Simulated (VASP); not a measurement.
A run of VASP 6.6.1 is set up as follows.

The input INCAR:

```
SYSTEM = SrC2
PREC = Accurate ; ENCUT = 520
EDIFF = 1E-6 ; ISMEAR = 0
SIGMA = 0.01 ; LREAL = .False.
LASPH = .True. ; NELM = 60
ALGO = Normal ; ISIF = 2
LWAVE = .False. ; LCHARG = .True.
LELF = .True. ; LVHAR = .True.
NBANDS = 16
```

File KPOINTS:

```
Automatic mesh
0
Gamma
  10 10 10
  0 0 0
```

File POSCAR:

```
SrC2
1.0
   -1.9799861977      1.9799861977      3.3275469551
    1.9799861977     -1.9799861977      3.3275469551
    1.9799861977      1.9799861977     -3.3275469551
Sr C
1 2
Direct
    0.0000000000      0.0000000000      0.0000000000
    0.4060289230      0.4060289230      0.0000000000
    0.5939710770      0.5939710770      0.0000000000
```

Potentials or basis: VASP PAW LDA potentials, release 64 (Sr_sv, C).

Launch:

```sh
$ cat potpaw_LDA.64/Sr_sv/POTCAR potpaw_LDA.64/C/POTCAR > POTCAR
$ mpirun -np 1 vasp_std > vasp.out
```

What does it give for the band gap on the k mesh?

1.17 eV (least direct gap 2.09 eV).

Estimate the pressure.

1.7 GPa.

Estimate the largest force.

0.090 eV/Å.

Stress tensor (GPa, compression positive):
```
1.52 0.00 0.00
0.00 1.52 0.00
0.00 0.00 1.93
```

A k mesh can miss the band edges.
